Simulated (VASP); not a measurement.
# Pd (I4/mmm) in VASP: a series of runs

The runs below take Pd through single point, with PBE.

Everything below comes from runs of VASP 6.6.1. Logs are shortened: lines on timing, memory, paths and dates and some standing lists are left out, and cuts for length are marked.

## (1) The cell of the first run

The structure is tetragonal, space group I4/mmm (No. 139). The conventional cell has a = 2.751 Å, b = 2.751 Å, c = 4.201 Å, α = 90.00°, β = 90.00°, γ = 90.00°. Pd (site symmetry 4/mmm) has 12 Pd at 2.75 to 2.86 Å within 3.6 Å.

## (2) Single point, PBE (strain +0.000 along x and y, +0.080 along z)

Contents of INCAR:

```
  PREC = Accurate
  ENCUT = 520
  EDIFF = 1E-6
  ISMEAR = 0
  SIGMA = 0.15
  LREAL = False
  LASPH = True
  NELM = 100
  ALGO = Normal
  ISIF = 2
  LWAVE = False
  LCHARG = False
  GGA = PE
  NBANDS = 11
```

Contents of KPOINTS:

```
Automatic mesh
0
Gamma
  20 20 20
```

Contents of POSCAR:

```
Pd
1.0
    0.0000000000      1.9449000000      2.1004920000
    1.9449000000      0.0000000000      2.1004920000
    1.9449000000      1.9449000000      0.0000000000
Pd
1
Direct
    0.0000000000      0.0000000000      0.0000000000
```

Potentials or basis: VASP PAW PBE potentials, release 64 (Pd).

The run is started by

```bash
$ cat potpaw_PBE.64/Pd/POTCAR > POTCAR
$ mpirun -np 1 vasp_std > vasp.out
```

OUTCAR:

```text
PREC = Accurate
   ENCUT = 520
   EDIFF = 1E-6
   ISMEAR = 0
   LREAL = False
   LASPH = True
   NELM = 100
   ISIF = 2
   GGA = PE

 ion  position               nearest neighbor table
   1  0.000  0.000  0.000-

  LATTYP: Found a body centered tetragonal cell.
 ALAT       =     2.7505039575
 C/A-ratio  =     1.5273506474

  Lattice vectors:

 A1 = (  -1.9449000000,   0.0000000000,   2.1004920000)
 A2 = (   1.9449000000,   0.0000000000,   2.1004920000)
 A3 = (   0.0000000000,   1.9449000000,  -2.1004920000)

Analysis of symmetry for initial positions (statically):
=====================================================================
 Subroutine PRICEL returns:
 Original cell was already a primitive cell.

 Routine SETGRP: Setting up the symmetry group for a
 body centered tetragonal supercell.

 Subroutine GETGRP returns: Found 16 space group operations
 (whereof 16 operations were pure point group operations)
 out of a pool of 16 trial point group operations.

The static configuration has the point symmetry D_4h.

Analysis of symmetry for dynamics (positions and initial velocities):
=====================================================================
 Subroutine PRICEL returns:
 Original cell was already a primitive cell.

 Routine SETGRP: Setting up the symmetry group for a
 body centered tetragonal supercell.

 Subroutine GETGRP returns: Found 16 space group operations
 (whereof 16 operations were pure point group operations)
 out of a pool of 16 trial point group operations.

The dynamic configuration has the point symmetry D_4h.

 Subroutine INISYM returns: Found 16 space group operations
 (whereof 16 operations are pure point group operations),
 and found     1 'primitive' translations

----------------------------------------------------------------------------------------

                                     Primitive cell

  volume of cell :      15.8908

  direct lattice vectors                    reciprocal lattice vectors
     0.000000000  1.944900000  2.100492000    -0.257082626  0.257082626  0.238039469
     1.944900000  0.000000000  2.100492000     0.257082626 -0.257082626  0.238039469
     1.944900000  1.944900000  0.000000000     0.257082626  0.257082626 -0.238039469

  length of vectors
     2.862639106  2.862639106  2.750503957     0.434563853  0.434563853  0.434563853

  position of ions in fractional coordinates (direct lattice)
     0.000000000  0.000000000  0.000000000

  ion indices of the primitive-cell ions
   primitive index   ion index
                 1           1

----------------------------------------------------------------------------------------

 KPOINTS: Automatic mesh

Automatic generation of k-mesh.
 Grid dimensions read from file:
 generate k-points for:   20   20   20

 Generating k-lattice:

  Cartesian coordinates                     Fractional coordinates (reciprocal lattice)
    -0.012854131  0.012854131  0.011901973     0.050000000  0.000000000  0.000000000
     0.012854131 -0.012854131  0.011901973     0.000000000  0.050000000  0.000000000
     0.012854131  0.012854131 -0.011901973     0.000000000  0.000000000  0.050000000

  Length of vectors
     0.021728193  0.021728193  0.021728193

  Shift w.r.t. Gamma in fractional coordinates (k-lattice)
     0.000000000  0.000000000  0.000000000

 Subroutine IBZKPT returns following result:
 ===========================================

 Found    641 irreducible k-points:

 Following reciprocal coordinates:
            Coordinates               Weight
  0.000000  0.000000  0.000000      1.000000
  0.050000  0.000000  0.000000      8.000000
  0.100000  0.000000  0.000000      8.000000
  0.150000  0.000000  0.000000      8.000000
  0.200000  0.000000  0.000000      8.000000
  0.250000  0.000000  0.000000      8.000000
[... 16 lines left out ...]
 -0.400000  0.050000  0.000000      8.000000
 -0.350000  0.050000  0.000000      8.000000
 [... further k-points ...]
   k-points           NKPTS =    641   k-points in BZ     NKDIM =    641   number of bands    NBANDS=     11
   number of dos      NEDOS =    301   number of ions     NIONS =      1
   total plane-waves  NPLWV =  11520
   dimension x,y,z NGX =    24 NGY =   24 NGZ =   20
   dimension x,y,z NGXF=    48 NGYF=   48 NGZF=   40
   ions per type =               1
   NGX,Y,Z   is equivalent  to a cutoff of  13.94, 13.94, 12.09 a.u.
   NGXF,Y,Z  is equivalent  to a cutoff of  27.88, 27.88, 24.18 a.u.
 SYSTEM =  unknown system
   PREC   = accura    normal or accurate (medium, high low for compatibility)
   ISTART =      0    job   : 0-new  1-cont  2-samecut
   ICHARG =      2    charge: 1-file 2-atom 10-const
   ISPIN  =      1    spin polarized calculation?
   LNONCOLLINEAR =      F non collinear calculations
   LSORBIT =      F    spin-orbit coupling
   LASPH  =      T    aspherical Exc in radial PAW
   ENCUT  =  520.0 eV  38.22 Ry    6.18 a.u.   5.32  5.32  5.11*2*pi/ulx,y,z
   NELM   =    100;   NELMIN=  2; NELMDL= -5     # of ELM steps
   EDIFF  = 0.1E-05   stopping-criterion for ELM
   LREAL  =      F    real-space projection
   EDIFFG = 0.1E-04   stopping-criterion for IOM
   NSW    =      0    number of steps for IOM
   IBRION =     -1    ionic relax: 0-MD 1-quasi-New 2-CG
   NFREE  =      0    steps in history (QN), initial steepest desc. (CG)
   ISIF   =      2    stress and relaxation
   ISYM   =      2    0-nonsym 1-usesym 2-fastsym
   POTIM  = 0.5000    time-step for ionic-motion
   TEBEG  =    0.0;   TEEND  =   0.0 temperature during run
   PSTRESS=    0.0 pullay stress
   NELECT =      10.0000    total number of electrons
   NUPDOWN=      -1.0000    fix difference up-down
   EMIN   =  10.00;   EMAX   =-10.00  energy-range for DOS
   EFERMI =   0.00;   METHOD = LEGACY
   ISMEAR =     0;   SIGMA  =   0.15  broadening in eV -4-tet -1-fermi 0-gaus
   EFERMI_NEDOS =   21; number of points for ismear=-14 and -15
   IALGO  =     38    algorithm
   IMIX   =      4    mixing-type and parameters
     AMIX     =   0.40;   BMIX     =  1.00
     AMIX_MAG =   1.60;   BMIX_MAG =  1.00
  volume/ion in A,a.u.               =      15.89       107.24
  Fermi-wavevector in a.u.,A,eV,Ry     =   1.402899  2.651094 26.777962  1.968125
  Thomas-Fermi vector in A             =   2.525614
   LORBIT       =      0    0 simple, 1 ext, 2 COOP (PROOUT), +10 PAW based schemes
   GGA     = PE    functional components
   LHFCALC =     F    Hartree Fock is set to
   AEXX    =    0.0000 exact exchange contribution
   IVDW    =     0    specifies the selected vdW correction
   LEPSILON=     F    determine dielectric tensor
   LRPA    =     F    only Hartree local field effects (RPA)
 non-spin polarized calculation
 Gauss-broadening in eV      SIGMA  =   0.15
  energy-cutoff  :      520.00
  volume of cell :       15.89
 maximum number of plane-waves:       444
 NGX is ok and might be reduce to    24
   NGX = 11   NGY = 11   NGZ = 11

 number of electron      10.0000001 magnetization

 Free energy of the ion-electron system (eV)
  ---------------------------------------------------
  ext. energy  EPLUGINS =         0.00000000
  ---------------------------------------------------
  free energy    TOTEN  =        -5.20971545 eV

  energy without entropy =       -5.18102982  energy(sigma->0) =       -5.19537263

 E-fermi :   8.5680     XC(G=0): -12.7231

 val. band max:        8.5665080665   @ k =  -0.0500   0.3000   0.2500
 cond. band min:       8.5685321240   @ k =   0.3500   0.2000   0.1500
 fundamental gap:      0.0020240574
 Fermi energy:         8.5679987627

 k-point     1 :       0.0000    0.0000    0.0000
  band No.  band energies     occupation
      1       2.0006      2.00000
      2       5.6206      2.00000
      3       6.3082      2.00000
      4       6.3082      2.00000
      5       7.1140      2.00000
      6       7.8033      2.00000
      7      25.8009      0.00000
      8      29.0546      0.00000
      9      30.5797      0.00000
     10      30.5797      0.00000
     11      34.8559      0.00000

 k-point     2 :       0.0500    0.0000    0.0000
  band No.  band energies     occupation
      1       2.0863      2.00000
      2       5.6378      2.00000
      3       6.2900      2.00000
      4       6.3359      2.00000
      5       7.1093      2.00000
      6       7.7827      2.00000
      7      25.8759      0.00000
      8      28.9150      0.00000
      9      30.1580      0.00000
     10      30.6639      0.00000
     11      35.1234      0.00000

 k-point     3 :       0.1000    0.0000    0.0000
  band No.  band energies     occupation
      1       2.3365      2.00000
      2       5.6775      2.00000
      3       6.2458      2.00000
      4       6.4124      2.00000
      5       7.1090      2.00000
      6       7.7291      2.00000
      7      26.0266      0.00000
      8      28.0335      0.00000
      9      29.9526      0.00000
     10      30.8998      0.00000
     11      34.8849      0.00000

 k-point     4 :       0.1500    0.0000    0.0000
  band No.  band energies     occupation
      1       2.7258      2.00000
      2       5.7176      2.00000
      3       6.1960      2.00000
      4       6.5153      2.00000
      5       7.1530      2.00000
      6       7.6682      2.00000
      7      25.7389      0.00000
      8      27.0143      0.00000
      9      30.2287      0.00000
     10      31.2322      0.00000
     11      33.7659      0.00000
[... 239 lines left out ...]
 k-point    22 :      -0.4500    0.0500    0.0000
  band No.  band energies     occupation
      1       3.9017      2.00000
      2       5.7132      2.00000
      3       6.3627      2.00000
      4       8.2551      1.99682
      5       8.3648      1.94458
      6      10.0946      0.00000
      7      15.5696      0.00000
      8      24.6817      0.00000
      9      28.1179      0.00000
     10      29.8876      0.00000
     11      33.9955      0.00000

 k-point    23 :      -0.4000    0.0500    0.0000
  band No.  band energies     occupation
      1       3.9357      2.00000
      2       5.7631      2.00000
      3       6.3976      2.00000
      4       7.9759      2.00000
      5       8.2210      1.99893
      6       9.4708      0.00000
      7      16.6528      0.00000
      8      24.8496      0.00000
      9      28.3123      0.00000
     10      30.4610      0.00000
     11      33.8115      0.00000

 k-point    24 :      -0.3500    0.0500    0.0000
  band No.  band energies     occupation
      1       3.9769      2.00000
      2       5.8356      2.00000
      3       6.4675      2.00000
      4       7.4033      2.00000
      5       8.0176      2.00000
      6       8.8073      0.02403
      7      18.2182      0.00000
      8      25.1802      0.00000
      9      28.7548      0.00000
     10      31.2651      0.00000
     11      33.4835      0.00000

 [... further k-points ...]

------------------------ aborting loop because EDIFF is reached ----------------------------------------

  FORCE on cell =-STRESS in cart. coord.  units (eV):
  Direction    XX          YY          ZZ          XY          YZ          ZX
  --------------------------------------------------------------------------------------
  -------------------------------------------------------------------------------------
  Total       -0.3960759     -0.3960759     -0.7926960      0.0000000     -0.0000000     -0.0000000
  in kB      -39.9340546    -39.9340546    -79.9229756      0.0000000     -0.0000000     -0.0000000
  external PRESSURE =     -53.2636950 kB  Pullay stress =       0.0000000 kB

 VOLUME and BASIS-vectors are now :
 -----------------------------------------------------------------------------
  energy-cutoff  :      520.00
  volume of cell :       15.89
      direct lattice vectors                 reciprocal lattice vectors
     0.000000000  1.944900000  2.100492000    -0.257082626  0.257082626  0.238039469
     1.944900000  0.000000000  2.100492000     0.257082626 -0.257082626  0.238039469
     1.944900000  1.944900000  0.000000000     0.257082626  0.257082626 -0.238039469

 POSITION                                       TOTAL-FORCE (eV/Angst)
 -----------------------------------------------------------------------------------
      0.00000      0.00000      0.00000         0.000000      0.000000      0.000000
 -----------------------------------------------------------------------------------
    total drift:                               -0.000000     -0.000000     -0.000000

  FREE ENERGIE OF THE ION-ELECTRON SYSTEM (eV)
  ---------------------------------------------------
  free  energy   TOTEN  =        -5.2097154456 eV

  energy  without entropy=       -5.1810298208  energy(sigma->0) =       -5.19537263
```

It took 58 s on 1 thread of AMD EPYC 9R45 (Zen 5), shared host; peak memory 0.2 GiB.

What came out:

- Free energy: -5.2097 eV
- Pressure: -5.3 GPa
- Band gap on the k mesh: zero (bands 5 and 6 overlap by 1.61 eV)

Stress tensor (GPa, compression positive):
```
-3.99  0.00  0.00
 0.00 -3.99  0.00
 0.00  0.00 -7.99
```

Caveat: the cell differs from its parent crystal (strain +0.000 along x and y, +0.080 along z); the cell stands under tension.

## (3) Single point, PBE (strain +0.040 along x and y, +0.000 along z)

Contents of INCAR:

```
PREC     = Accurate       # precision mode
ENCUT    = 520            # plane-wave cutoff, eV
EDIFF    = 1E-7           # SCF threshold, eV
ISMEAR   = 0              # smearing method
SIGMA    = 0.15           # smearing width, eV
LREAL    = False          # projectors in reciprocal space
LASPH    = True           # aspherical terms in the spheres
NELM     = 60             # most SCF steps
ALGO     = Normal         # electronic algorithm
ISIF     = 2              # what is computed and relaxed
LWAVE    = False          # write WAVECAR
LCHARG   = False          # write CHGCAR
GGA      = PE             # functional
NBANDS   = 11             # bands
```

KPOINTS is that of step 2.

Contents of POSCAR:

```
Pd
1.0
    0.0000000000      2.0226960000      1.9449000000
    2.0226960000      0.0000000000      1.9449000000
    2.0226960000      2.0226960000      0.0000000000
Pd
1
Direct
    0.0000000000      0.0000000000      0.0000000000
```

Potentials or basis: VASP PAW PBE potentials, release 64 (Pd).

The run is started by

```bash
$ cat potpaw_PBE.64/Pd/POTCAR > POTCAR
$ mpirun -np 1 vasp_std > vasp.out
```

It took 71 s on 1 thread of AMD EPYC 9R45 (Zen 5), shared host; peak memory 0.2 GiB.

It converged, with:

| Property | Result |
| --- | --- |
| Free energy | -5.2165 eV |
| Pressure | -5.8 GPa |
| Band gap on the k mesh | zero (bands 5 and 6 overlap by 1.50 eV) |

Stress tensor (GPa, compression positive):
```
-6.25  0.00  0.00
 0.00 -6.25  0.00
 0.00  0.00 -4.96
```

Levels at points of the mesh, in eV from the Fermi level:
```
           k point  band 1  band 2  band 3  band 4  band 5  band 6  band 7  band 8  band 9  band 10
(0.00, 0.00, 0.00)   -6.56   -2.61   -2.61   -2.29   -1.26   -0.93   17.16   21.21   21.21    22.03
(0.50, 0.00, 0.00)   -4.72   -2.70   -2.39   -0.10    0.05    1.19    6.75   16.42   19.94    20.86
(0.50, 0.50, 0.00)   -4.77   -4.52   -0.06    0.26    0.26    3.86   10.70   12.33   12.33    20.03
(0.50, 0.00, 0.50)   -4.78   -4.51   -0.06    0.13    0.34    3.13    9.68   12.96   13.14    20.73
```

Caveat: the cell differs from its parent crystal (strain +0.040 along x and y, +0.000 along z); the cell stands under tension.

## (4) Single point, PBE (strain +0.040 along x and y, +0.080 along z)

Contents of INCAR:

```
SYSTEM = Pd
PREC     = Accurate       ! precision mode
ENCUT    = 520            ! plane-wave cutoff, eV
EDIFF    = 1E-6           ! SCF threshold, eV
ISMEAR   = 0              ! smearing method
SIGMA    = 0.15           ! smearing width, eV
LREAL    = .FALSE.        ! projectors in reciprocal space
LASPH    = .TRUE.         ! aspherical terms in the spheres
NELM     = 60             ! most SCF steps
ALGO     = Normal         ! electronic algorithm
ISIF     = 2              ! what is computed and relaxed
LWAVE    = .FALSE.        ! write WAVECAR
LCHARG   = .FALSE.        ! write CHGCAR
GGA      = PE             ! functional
NBANDS   = 11             ! bands
```

Contents of KPOINTS:

```
Automatic mesh
0
G
  20 20 20
  0 0 0
```

Contents of POSCAR:

```
Pd
1.0
    0.0000000000      2.0226960000      2.1004920000
    2.0226960000      0.0000000000      2.1004920000
    2.0226960000      2.0226960000      0.0000000000
Pd
1
Direct
    0.0000000000      0.0000000000      0.0000000000
```

The run is started by

```bash
$ cat potpaw_PBE.64/Pd/POTCAR > POTCAR
$ mpirun -np 1 vasp_std > vasp.out
```

It took 65 s on 1 thread of AMD EPYC 9R45 (Zen 5), shared host; peak memory 0.21 GiB.

The run converged. Its results:

| Quantity | Value |
| --- | --- |
| Free energy | -5.1351 eV |
| Pressure | -14.0 GPa |
| Band gap on the k mesh | zero (bands 5 and 6 overlap by 1.29 eV) |

Stress tensor (GPa, compression positive):
```
-13.59   0.00   0.00
  0.00 -13.59   0.00
  0.00   0.00 -14.77
```

Levels at points of the mesh, in eV from the Fermi level:
```
           k point  band 3  band 4  band 5  band 6  band 7  band 8
(0.00, 0.00, 0.00)   -2.11   -2.11   -1.12   -0.83   17.03   20.51
(0.50, 0.00, 0.00)   -2.11   -0.09    0.02    1.35    6.21   16.25
(0.50, 0.50, 0.00)   -0.05    0.20    0.20    2.95    8.69   12.82
(0.50, 0.00, 0.50)   -0.07    0.11    0.31    3.60    9.60   12.12
```

Caveat: the cell differs from its parent crystal (strain +0.040 along x and y, +0.080 along z); the cell stands under tension.

## (5) Summary

```tsv
cell	gap on the mesh (eV)	pressure (GPa)
a = 2.863, b = 2.863, c = 2.751 Å, angles 61.3, 61.3, 57.4°, 1 atom	none	-5.3
a = 2.806, b = 2.806, c = 2.861 Å, angles 59.4, 59.4, 61.3°, 1 atom	none	-5.8
a = 2.916, b = 2.916, c = 2.861 Å, angles 60.6, 60.6, 58.7°, 1 atom	none	-14.0
```

Alike in all rows: task single point; level PBE; potentials or basis VASP PAW PBE potentials, release 64 (Pd); no spin polarisation; k mesh 20 × 20 × 20; cutoff (eV) 520; smearing gaussian 0.15 eV.

Caveats: the cell stands under tension.

Absolute energies hang on the potentials; compare differences alone.
